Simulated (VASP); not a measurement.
Nb: single point with RPBE

The system is Nb.

```
CELL_PARAMETERS angstrom
2.88713 0.00000 0.00000
-1.44357 2.50033 0.00000
0.00000 0.00000 5.27111
ATOMIC_POSITIONS crystal
Nb 0.33333 0.66667 0.25000
Nb 0.66667 0.33333 0.75000
```

* Program: VASP 6.6.1
* Task: single point
* Functional: RPBE
* Potentials or basis: VASP PAW PBE potentials, release 64 (Nb_sv)
* Cutoff: 520 eV
* k mesh: 12 × 12 × 7
* Occupations: fermi-dirac, width 0.1 eV
* Spin: no spin polarisation
* Dipole correction: no
* Further INCAR settings: ALGO = Normal; EDIFF = 1e-07; NBANDS = 20

```json
{
 "Pressure": "-0.3 GPa",
 "Band gap on the k mesh": "zero (band 13 reaches 12.37 eV, above the bottom of band 14 at 10.19 eV)"
}
```

Levels at points of the mesh, in eV from the Fermi level:
```csv
k point,band 11,band 12,band 13,band 14,band 15,band 16
"(0.00, 0.00, 0.00)",-0.93,0.33,0.33,0.37,0.76,0.76
"(0.50, 0.00, 0.00)",-3.14,-0.49,0.22,0.37,0.74,4.33
```

Run time: 24 s on 1 thread of Intel(R) Xeon(R) 6975P-C (Granite Rapids) (shared host), peak memory 0.18 GiB.

Caveat: the PAW data sets were made with another functional, which shifts forces and pressure a little.
